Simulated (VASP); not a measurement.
# VB4Os (P-6m2) in VASP: further runs

The runs below take VB4Os through single point, with PBE.

Everything below comes from runs of VASP 6.6.1. Logs are shortened: lines on timing, memory, paths and dates and some standing lists are left out, and cuts for length are marked.

## Step 1: The cell of the first run

Symmetry: P-6m2, No. 187, hexagonal system. The conventional cell has a = 2.877 Å, b = 2.877 Å, c = 7.454 Å, α = 90.00°, β = 90.00°, γ = 120.00°. Within 2.9 Å of V (site symmetry -6m2) lie 8 B at 2.17 to 2.25 Å and 6 V at 2.88 Å. B (site symmetry 3m) has 3 B at 1.78 Å and 1 V at 2.17 Å and 3 Os at 2.28 Å within 2.4 Å. B (site symmetry 3m) has 3 B at 1.78 Å and 1 Os at 2.21 Å and 3 V at 2.25 Å within 2.4 Å. Within 2.9 Å of Os (site symmetry -6m2) lie 8 B at 2.21 to 2.28 Å and 6 Os at 2.88 Å.

## Step 2: Single point, PBE, collinear spin, ferromagnetic start

Contents of INCAR:

```
SYSTEM = VB4Os
PREC = Accurate
ENCUT = 520
EDIFF = 1E-6
ISMEAR = -1
SIGMA = 0.1
LREAL = .False.
LASPH = .True.
NELM = 150
ALGO = Normal
ISIF = 2
LWAVE = .False.
LCHARG = .False.
ISPIN = 2
MAGMOM = 1.5 0 0 0 0 0
LORBIT = 11
LMAXMIX = 4
GGA = PE
NBANDS = 30
```

Contents of KPOINTS:

```
regular mesh
0
Gamma
  9 9 3
  0 0 0
```

Contents of POSCAR:

```
VB4Os
1.0
    2.8774870000      0.0000000000      0.0000000000
   -1.4387435000      2.4919768411      0.0000000000
    0.0000000000      0.0000000000      7.4537050000
V B Os
1 4 1
Direct
    0.0000000000      0.0000000000      0.0000000000
    0.0000000000      0.0000000000      0.7094840000
    0.3333330000      0.6666670000      0.7969230000
    0.3333330000      0.6666670000      0.2030770000
    0.0000000000      0.0000000000      0.2905160000
    0.3333330000      0.6666670000      0.5000000000
```

Potentials or basis: VASP PAW PBE potentials, release 64 (V_sv, B, Os).

On the command line:

```sh
$ cat potpaw_PBE.64/V_sv/POTCAR potpaw_PBE.64/B/POTCAR potpaw_PBE.64/Os/POTCAR > POTCAR
$ mpirun -np 1 vasp_std > vasp.out
```

OUTCAR:

```text
SYSTEM = VB4Os
   PREC = Accurate
   ENCUT = 520
   EDIFF = 1E-6
   ISMEAR = -1
   LREAL = .False.
   LASPH = .True.
   NELM = 150
   ISIF = 2
   ISPIN = 2
   LORBIT = 11
   GGA = PE

 ion  position               nearest neighbor table
   1  0.000  0.000  0.000-   2 2.17   5 2.17   4 2.25   3 2.25   3 2.25   4 2.25   3 2.25   4 2.25

   2  0.000  0.000  0.709-   3 1.78   3 1.78   3 1.78   1 2.17   6 2.28   6 2.28   6 2.28
   3  0.333  0.667  0.797-   2 1.78   2 1.78   2 1.78   6 2.21   1 2.25   1 2.25   1 2.25
   4  0.333  0.667  0.203-   5 1.78   5 1.78   5 1.78   6 2.21   1 2.25   1 2.25   1 2.25
   5  0.000  0.000  0.291-   4 1.78   4 1.78   4 1.78   1 2.17   6 2.28   6 2.28   6 2.28
   6  0.333  0.667  0.500-   3 2.21   4 2.21   2 2.28   5 2.28   2 2.28   5 2.28   2 2.28   5 2.28

  LATTYP: Found a hexagonal cell.
 ALAT       =     2.8774870000
 C/A-ratio  =     2.5903522761

  Lattice vectors:

 A1 = (   2.8774870000,   0.0000000000,   0.0000000000)
 A2 = (  -1.4387435000,   2.4919768411,   0.0000000000)
 A3 = (   0.0000000000,   0.0000000000,   7.4537050000)

Analysis of symmetry for initial positions (statically):
=====================================================================
 Subroutine PRICEL returns:
 Original cell was already a primitive cell.

 Routine SETGRP: Setting up the symmetry group for a
 hexagonal supercell.

 Subroutine GETGRP returns: Found 12 space group operations
 (whereof 12 operations were pure point group operations)
 out of a pool of 24 trial point group operations.

The static configuration has the point symmetry D_3h.

Analysis of symmetry for dynamics (positions and initial velocities):
=====================================================================
 Subroutine PRICEL returns:
 Original cell was already a primitive cell.

 Routine SETGRP: Setting up the symmetry group for a
 hexagonal supercell.

 Subroutine GETGRP returns: Found 12 space group operations
 (whereof 12 operations were pure point group operations)
 out of a pool of 24 trial point group operations.

The dynamic configuration has the point symmetry D_3h.

Analysis of structural, dynamic, and magnetic symmetry:
=====================================================================
 Subroutine PRICEL returns:
 Original cell was already a primitive cell.

 Routine SETGRP: Setting up the symmetry group for a
 hexagonal supercell.

 Subroutine GETGRP returns: Found 12 space group operations
 (whereof 12 operations were pure point group operations)
 out of a pool of 24 trial point group operations.

The overall configuration has the point symmetry D_3h.

 Subroutine INISYM returns: Found 12 space group operations
 (whereof 12 operations are pure point group operations),
 and found     1 'primitive' translations

----------------------------------------------------------------------------------------

                                     Primitive cell

  volume of cell :      53.4478

  direct lattice vectors                    reciprocal lattice vectors
     2.877487000  0.000000000  0.000000000     0.347525462  0.200643919  0.000000000
    -1.438743500  2.491976841  0.000000000     0.000000000  0.401287838  0.000000000
     0.000000000  0.000000000  7.453705000     0.000000000  0.000000000  0.134161467

  length of vectors
     2.877487000  2.877487000  7.453705000     0.401287838  0.401287838  0.134161467

  position of ions in fractional coordinates (direct lattice)
     0.000000000  0.000000000  0.000000000
     0.000000000  0.000000000  0.709484000
     0.333333000  0.666667000  0.796923000
     0.333333000  0.666667000  0.203077000
     0.000000000  0.000000000  0.290516000
     0.333333000  0.666667000  0.500000000

  ion indices of the primitive-cell ions
   primitive index   ion index
                 1           1
                 2           2
                 3           3
                 4           4
                 5           5
                 6           6

----------------------------------------------------------------------------------------

 KPOINTS: regular mesh

Automatic generation of k-mesh.
[... 45 lines left out ...]
  0.333333  0.222222  0.333333     24.000000
  0.333333  0.333333  0.333333      4.000000
   k-points           NKPTS =     24   k-points in BZ     NKDIM =     24   number of bands    NBANDS=     30
   number of dos      NEDOS =    301   number of ions     NIONS =      6
   total plane-waves  NPLWV =  32256
   dimension x,y,z NGX =    24 NGY =   24 NGZ =   56
   dimension x,y,z NGXF=    48 NGYF=   48 NGZF=  112
   ions per type =               1   4   1
   NGX,Y,Z   is equivalent  to a cutoff of  13.87, 13.87, 12.49 a.u.
   NGXF,Y,Z  is equivalent  to a cutoff of  27.73, 27.73, 24.98 a.u.
 SYSTEM =  VB4Os
   PREC   = accura    normal or accurate (medium, high low for compatibility)
   ISTART =      0    job   : 0-new  1-cont  2-samecut
   ICHARG =      2    charge: 1-file 2-atom 10-const
   ISPIN  =      2    spin polarized calculation?
   LNONCOLLINEAR =      F non collinear calculations
   LSORBIT =      F    spin-orbit coupling
   LASPH  =      T    aspherical Exc in radial PAW
   ENCUT  =  520.0 eV  38.22 Ry    6.18 a.u.   5.35  5.35 13.86*2*pi/ulx,y,z
   NELM   =    150;   NELMIN=  2; NELMDL= -5     # of ELM steps
   EDIFF  = 0.1E-05   stopping-criterion for ELM
   LREAL  =      F    real-space projection
   EDIFFG = 0.1E-04   stopping-criterion for IOM
   NSW    =      0    number of steps for IOM
   IBRION =     -1    ionic relax: 0-MD 1-quasi-New 2-CG
   NFREE  =      0    steps in history (QN), initial steepest desc. (CG)
   ISIF   =      2    stress and relaxation
   ISYM   =      2    0-nonsym 1-usesym 2-fastsym
   POTIM  = 0.5000    time-step for ionic-motion
   TEBEG  =    0.0;   TEEND  =   0.0 temperature during run
   PSTRESS=    0.0 pullay stress
   NELECT =      33.0000    total number of electrons
   NUPDOWN=      -1.0000    fix difference up-down
   EMIN   =  10.00;   EMAX   =-10.00  energy-range for DOS
   EFERMI =   0.00;   METHOD = LEGACY
   ISMEAR =    -1;   SIGMA  =   0.10  broadening in eV -4-tet -1-fermi 0-gaus
   EFERMI_NEDOS =   21; number of points for ismear=-14 and -15
   IALGO  =     38    algorithm
   IMIX   =      4    mixing-type and parameters
     AMIX     =   0.40;   BMIX     =  1.00
     AMIX_MAG =   1.60;   BMIX_MAG =  1.00
  volume/ion in A,a.u.               =       8.91        60.11
  Fermi-wavevector in a.u.,A,eV,Ry     =   1.394022  2.634320 26.440164  1.943297
  Thomas-Fermi vector in A             =   2.517611
   LORBIT       =     11    0 simple, 1 ext, 2 COOP (PROOUT), +10 PAW based schemes
   GGA     = PE    functional components
   LHFCALC =     F    Hartree Fock is set to
   AEXX    =    0.0000 exact exchange contribution
   IVDW    =     0    specifies the selected vdW correction
   LEPSILON=     F    determine dielectric tensor
   LRPA    =     F    only Hartree local field effects (RPA)
 spin polarized calculation
  energy-cutoff  :      520.00
  volume of cell :       53.45
 maximum number of plane-waves:      1474
 NGX is ok and might be reduce to    24
   NGX = 11   NGY = 11   NGZ = 27

 number of electron      33.0000006 magnetization      -0.0005586

 number of electron      33.0000006 magnetization       0.0004881

 Free energy of the ion-electron system (eV)
  ---------------------------------------------------
  ext. energy  EPLUGINS =         0.00000000
  ---------------------------------------------------
  free energy    TOTEN  =       -48.89460943 eV

  energy without entropy =      -48.82666863  energy(sigma->0) =      -48.86063903

 E-fermi :   8.3973     XC(G=0): -12.9167

 val. band max:        8.3720275060   @ k =   0.2222  -0.0000   0.0000
 cond. band min:       8.4141886592   @ k =   0.3333   0.2222   0.0000
 fundamental gap:      0.0421611532
 Fermi energy:         8.3972501730

 spin component 1

 k-point     1 :       0.0000    0.0000    0.0000
  band No.  band energies     occupation
      1     -55.3554      1.00000
      2     -29.2202      1.00000
      3     -29.0398      1.00000
      4     -29.0398      1.00000
      5      -5.4059      1.00000
      6      -3.5173      1.00000
[... 733 lines left out ...]
     27      18.4404      0.00000
     28      20.4749      0.00000
 Fermi energy:         8.3972501730

 spin component 2

 k-point     1 :       0.0000    0.0000    0.0000
  band No.  band energies     occupation
      1     -55.3553      1.00000
      2     -29.2202      1.00000
      3     -29.0396      1.00000
      4     -29.0396      1.00000
      5      -5.4058      1.00000
      6      -3.5173      1.00000
[... 733 lines left out ...]
     27      18.4404      0.00000
     28      20.4751      0.00000
 [bands above 28 left out]

------------------------ aborting loop because EDIFF is reached ----------------------------------------

  FORCE on cell =-STRESS in cart. coord.  units (eV):
  Direction    XX          YY          ZZ          XY          YZ          ZX
  --------------------------------------------------------------------------------------
  -------------------------------------------------------------------------------------
  Total       -0.1758626     -0.1758626      0.1834894     -0.0000000      0.0000000     -0.0000000
  in kB       -5.2717467     -5.2717467      5.5003703     -0.0000000      0.0000000     -0.0000000
  external PRESSURE =      -1.6810410 kB  Pullay stress =       0.0000000 kB

 VOLUME and BASIS-vectors are now :
 -----------------------------------------------------------------------------
  energy-cutoff  :      520.00
  volume of cell :       53.45
      direct lattice vectors                 reciprocal lattice vectors
     2.877487000  0.000000000  0.000000000     0.347525462  0.200643919  0.000000000
    -1.438743500  2.491976841  0.000000000     0.000000000  0.401287838  0.000000000
     0.000000000  0.000000000  7.453705000     0.000000000  0.000000000  0.134161467

 POSITION                                       TOTAL-FORCE (eV/Angst)
 -----------------------------------------------------------------------------------
      0.00000      0.00000      0.00000        -0.000000     -0.000000      0.000000
      0.00000      0.00000      5.28828         0.000000     -0.000000     -0.053918
     -0.00000      1.66132      5.94003        -0.000000     -0.000000      0.002502
     -0.00000      1.66132      1.51368        -0.000000      0.000000     -0.002502
      0.00000      0.00000      2.16542         0.000000      0.000000      0.053918
     -0.00000      1.66132      3.72685         0.000000     -0.000000      0.000000
 -----------------------------------------------------------------------------------
    total drift:                                0.000268     -0.000155     -0.000000

  FREE ENERGIE OF THE ION-ELECTRON SYSTEM (eV)
  ---------------------------------------------------
  free  energy   TOTEN  =       -48.8946094277 eV

  energy  without entropy=      -48.8266686299  energy(sigma->0) =      -48.86063903

 total charge

# of ion       s       p       d       tot
------------------------------------------
    1        2.273   6.301   3.147  11.721
    2        0.695   1.254   0.000   1.949
    3        0.704   1.263   0.000   1.966
    4        0.704   1.263   0.000   1.966
    5        0.695   1.254   0.000   1.949
    6        0.614   0.857   6.122   7.593
--------------------------------------------------
tot          5.684  12.192   9.269  27.145

 magnetization (x)

# of ion       s       p       d       tot
------------------------------------------
    1        0.000   0.000   0.000   0.000
    2       -0.000  -0.000   0.000  -0.000
    3       -0.000   0.000   0.000   0.000
    4       -0.000   0.000   0.000   0.000
    5       -0.000  -0.000   0.000  -0.000
    6       -0.000   0.000  -0.000  -0.000
--------------------------------------------------
tot         -0.000   0.000   0.000   0.000
```

It took 90 s on 1 thread of Oxide Virtual Turin-like, shared host; peak memory 0.2 GiB.

Results:

- Free energy: -48.8946 eV
- Pressure: -0.2 GPa
- Largest force: 0.054 eV/Å
- Net moment: 0.00 μB per cell
- Valence electrons inside the program's atomic spheres: V 11.72; B 1.95, 1.97; Os 7.59

Forces in eV/Å, atoms in the order of the input:
```
V    0.000  0.000  0.000
B    0.000  0.000 -0.054
B    0.000  0.000  0.003
B    0.000  0.000 -0.003
B    0.000  0.000  0.054
Os   0.000  0.000  0.000
```

Stress tensor (GPa, compression positive):
```
-0.53  0.00  0.00
 0.00 -0.53  0.00
 0.00  0.00  0.55
```

Caveat: spin-orbit coupling is left out, which moves the levels of the heavy elements.

## Step 3: Single point, PBE, collinear spin, ferromagnetic start

Contents of INCAR:

```
PREC     = Accurate       # precision mode
ENCUT    = 520            # plane-wave cutoff, eV
EDIFF    = 1E-6           # SCF threshold, eV
ISMEAR   = -1             # smearing method
SIGMA    = 0.1            # smearing width, eV
LREAL    = F              # projectors in reciprocal space
LASPH    = T              # aspherical terms in the spheres
NELM     = 150            # most SCF steps
ALGO     = Normal         # electronic algorithm
ISIF     = 2              # what is computed and relaxed
LWAVE    = F              # write WAVECAR
LCHARG   = F              # write CHGCAR
ISPIN    = 2              # spin polarisation
MAGMOM   = 1.5 0 0 0 0 0  # initial moments
LORBIT   = 11             # projections on sites
LMAXMIX  = 4              # l up to which the mixer works
GGA      = PE             # functional
NBANDS   = 30             # bands
```

Contents of KPOINTS:

```
Automatic mesh
0
Gamma
  9 9 3
```

POSCAR is that of step 2.

Potentials or basis: VASP PAW PBE potentials, release 64 (V_sv, B, Os).

On the command line:

```sh
$ cat potpaw_PBE.64/V_sv/POTCAR potpaw_PBE.64/B/POTCAR potpaw_PBE.64/Os/POTCAR > POTCAR
$ mpirun -np 1 vasp_std > vasp.out
```

Run time: 99 s. Hardware: 1 thread of Oxide Virtual Turin-like, shared host; peak memory 0.21 GiB.

Results (log left out):

* Free energy: -48.8946 eV
* Pressure: -0.2 GPa
* Largest force: 0.054 eV/Å
* Net moment: 0.00 μB per cell
* Valence electrons inside the program's atomic spheres: V 11.72; B 1.95, 1.97; Os 7.59

Forces on the atoms (eV/Å):
```
V    0.000  0.000  0.000
B    0.000  0.000 -0.054
B    0.000  0.000  0.003
B    0.000  0.000 -0.003
B    0.000  0.000  0.054
Os   0.000  0.000  0.000
```

Stress tensor (GPa, compression positive):
```
-0.53  0.00  0.00
 0.00 -0.53  0.00
 0.00  0.00  0.55
```

Levels at points of the mesh, in eV from the Fermi level:
Spin up:
```
           k point  band 14  band 15  band 16  band 17  band 18  band 19  band 20  band 21
(0.00, 0.00, 0.00)    -2.15    -0.19    -0.19     0.76     0.76     2.42     2.42     4.40
```
Spin down:
```csv
k point,band 15,band 16,band 17,band 18,band 19,band 20
"(0.00, 0.00, 0.00)",-0.19,-0.19,0.76,0.76,2.42,2.42
```

Caveat: spin-orbit coupling is left out, which moves the levels of the heavy elements.
